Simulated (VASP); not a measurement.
Here is a VASP 6.6.1 calculation.

File INCAR:

```
SYSTEM = Li
ALGO = Normal
EDIFF = 1E-6
ENCUT = 520
GGA = PE
ISIF = 2
ISMEAR = -1
LASPH = .True.
LCHARG = .False.
LREAL = .False.
LWAVE = .False.
NBANDS = 10
NELM = 100
PREC = Accurate
SIGMA = 0.05
```

The input KPOINTS:

```
k-points
0
Gamma
  16 16 9
  0 0 0
```

Contents of POSCAR:

```
Li
1.0
    3.0839572299      0.0000000000      0.0000000000
   -1.5419786150      2.6707853053      0.0000000000
    0.0000000000      0.0000000000      5.0434136445
Li
2
Direct
    0.3333333333      0.6666666667      0.2500000000
    0.6666666667      0.3333333333      0.7500000000
```

Potentials or basis: VASP PAW PBE potentials, release 64 (Li_sv).

Command:

```sh
$ cat potpaw_PBE.64/Li_sv/POTCAR > POTCAR
$ mpirun -np 1 vasp_std > vasp.out
```

Question: Estimate the band gap on the k mesh.

Answer: Zero (bands 3 and 4 overlap by 3.93 eV).
